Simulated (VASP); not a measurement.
Runs of VASP 6.6.1 on InP. It takes space group F-43m (No. 216, cubic). The conventional cell has a = 5.908 Å, b = 5.908 Å, c = 5.908 Å, α = 90.00°, β = 90.00°, γ = 90.00°. In (site symmetry -43m) has 4 P at 2.56 Å within 3.4 Å. Within 3.4 Å of P (site symmetry -43m) lie 4 In at 2.56 Å. 

```csv
level,potentials or basis,k mesh,grid for exact exchange (PRECFOCK),share of exact exchange,screening parameter,gap on the mesh (eV),pressure (GPa)
HSE06,"VASP PAW PBE potentials, release 64 (In_d, P)",4 × 4 × 4,Normal,0.25,0.2079 1/Å,1.39,(a)
PBE,"VASP PAW PBE potentials, release 64 (In_d, P)",6 × 6 × 6,-,-,-,0.58,1.6
LDA,"VASP PAW LDA potentials, release 64 (In_d, P)",4 × 4 × 4,-,-,-,0.36,(b)
PBE,"VASP PAW PBE potentials, release 64 (In_d, P)",4 × 4 × 4,-,-,-,0.57,1.8
r2SCAN,"VASP PAW PBE potentials, release 64 (In_d, P)",4 × 4 × 4,-,-,-,1.02,0.0
```

Alike in all rows: task single point; no spin polarisation; cell as given; cutoff (eV) 520; smearing gaussian 0.01 eV.

Fill in the values left out.

(a) -0.2; (b) -2.5.

Caveats: some runs use coarse meshes; spin-orbit coupling is left out, which moves the levels of the heavy elements; the PAW data sets were made with another functional, which shifts forces and pressure a little (at least some runs).

A k mesh can miss the band edges, and the runs leave out spin-orbit coupling on In.
